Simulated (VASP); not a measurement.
Input of a VASP 6.6.1 run:

File POSCAR:

```
W
1.0
   -1.6611920000      1.6611920000      1.5334080000
    1.6611920000     -1.6611920000      1.5334080000
    1.6611920000      1.6611920000     -1.5334080000
W
1
Direct
    0.0000000000      0.0000000000      0.0000000000
```

INCAR.step1

```
SYSTEM = W
  PREC = Accurate
  ENCUT = 520
  ISMEAR = 0
  SIGMA = 0.15
  LREAL = .FALSE.
  LASPH = .TRUE.
  NELM = 60
  NBANDS = 13
  GGA = PE
  ALGO = Normal
  EDIFF = 1E-4
  LWAVE = .TRUE.
  LCHARG = .FALSE.
```

INCAR.step2

```
SYSTEM = W
  PREC = Accurate
  ENCUT = 520
  EDIFF = 1E-7
  ISMEAR = 0
  SIGMA = 0.15
  LREAL = .FALSE.
  LASPH = .TRUE.
  NELM = 60
  ALGO = Normal
  ISIF = 2
  LWAVE = .FALSE.
  LCHARG = .FALSE.
  METAGGA = R2SCAN
  LMIXTAU = .TRUE.
  NBANDS = 13
  ISTART = 1
```

File KPOINTS:

```
regular mesh
0
G
  14 14 14
  0 0 0
```

Potentials or basis: VASP PAW PBE potentials, release 64 (W_sv).

Launch:

```bash
$ cat potpaw_PBE.64/W_sv/POTCAR > POTCAR
$ cp INCAR.step1 INCAR
$ mpirun -np 1 vasp_std > vasp.out
$ cp INCAR.step2 INCAR
$ mpirun -np 1 vasp_std > vasp.out
```

Question: Estimate the band gap on the k mesh.

Answer: Zero (band 7 reaches 15.16 eV, above the bottom of band 8 at 9.16 eV).

Question: Predict the pressure.

Answer: -15.5 GPa.

Stress tensor (GPa, compression positive):
```
-23.77   0.00   0.00
  0.00 -23.77   0.00
  0.00   0.00   1.18
```

Caveat: the cell differs from its parent crystal (strain +0.040 along x and y, -0.040 along z); the PAW data sets were made with another functional, which shifts forces and pressure a little; spin-orbit coupling is left out, which moves the levels of the heavy elements.
